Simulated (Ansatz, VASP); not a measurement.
# TiO2: VASP beside Ansatz

File INCAR:

```
  PREC = Accurate
  ENCUT = 520
  EDIFF = 1E-7
  ISMEAR = 0
  SIGMA = 0.02
  LREAL = F
  LASPH = T
  NELM = 100
  ALGO = Normal
  ISIF = 2
  LWAVE = F
  LCHARG = T
  GGA = PE
  LELF = T
  LVHAR = T
  NBANDS = 33
```

KPOINTS

```
regular mesh
0
Gamma
  6 6 10
```

Contents of POSCAR:

```
TiO2
1.0
    4.4959519448      0.0000000000      0.0000000000
    0.0000000000      4.4959519448      0.0000000000
    0.0000000000      0.0000000000      2.9174390561
Ti O
2 4
Direct
    0.5000000000      0.5000000000      0.0000000000
    0.0000000000      0.0000000000      0.5000000000
    0.6972973892      0.6972973892      0.5000000000
    0.8027026108      0.1972973892      0.0000000000
    0.1972973892      0.8027026108      0.0000000000
    0.3027026108      0.3027026108      0.5000000000
```

Input for Ansatz:

```yaml
crystal:
  lattice:
    - [4.4959519448, 0.0, 0.0]
    - [0.0, 4.4959519448, 0.0]
    - [0.0, 0.0, 2.9174390561]
  atoms:
    - { symbol: Ti, position: [0.5, 0.5, 0.0] }
    - { symbol: Ti, position: [0.0, 0.0, 0.5] }
    - { symbol: O, position: [0.6972973892, 0.6972973892, 0.5] }
    - { symbol: O, position: [0.8027026108, 0.1972973892, 0.0] }
    - { symbol: O, position: [0.1972973892, 0.8027026108, 0.0] }
    - { symbol: O, position: [0.3027026108, 0.3027026108, 0.5] }
basis:
  ecutwfc: 420
kpoints:
  mp_grid: { grid: [6, 6, 10] }
  band_path: { path: [VBM, CBM], npoints: 2 }
hamiltonian:
  xc: pbe
scf:
  occupations: { method: gaussian, width: 0.02 }
output:
  forces: true
  stress: true
  eigenvalues: true
checkpoint:
  read: start.run
  write: ck
  compress: false
  write_wavefunctions: false
  write_every: 100000
```

Alike in both runs: task single point; functional PBE; k mesh 6 × 6 × 10; occupations gaussian, width 0.02 eV; no spin polarisation.

```csv
,VASP,Ansatz
version,VASP 6.6.1,Ansatz 0.2.0
potentials or method,"VASP PAW PBE potentials, release 64 (Ti_sv, O), cutoff 520 eV","scalar-relativistic, plane waves, PAW"
valence electrons in the cell,48,48
```

|  | VASP | Ansatz | Ansatz less VASP |
| --- | --- | --- | --- |
| gap on the k mesh at the Fermi level (eV) | 1.91 | 1.94 | +0.031 |
| least direct gap on the mesh (eV) | 1.91 | 1.94 | +0.031 |
| pressure (GPa) | 20.8 | 20.1 | -0.77 |
| traceless stress, the component that is largest in VASP (GPa) | 0.18 | 0.02 | -0.156 |
| rms of the force components (eV/Å) | 0.013 | 0.003 | -0.0097 |

Atom by atom the forces differ by 0.010 eV/Å (rms over components). The functional is the same, so the differences come from potentials, cutoffs and numerics.
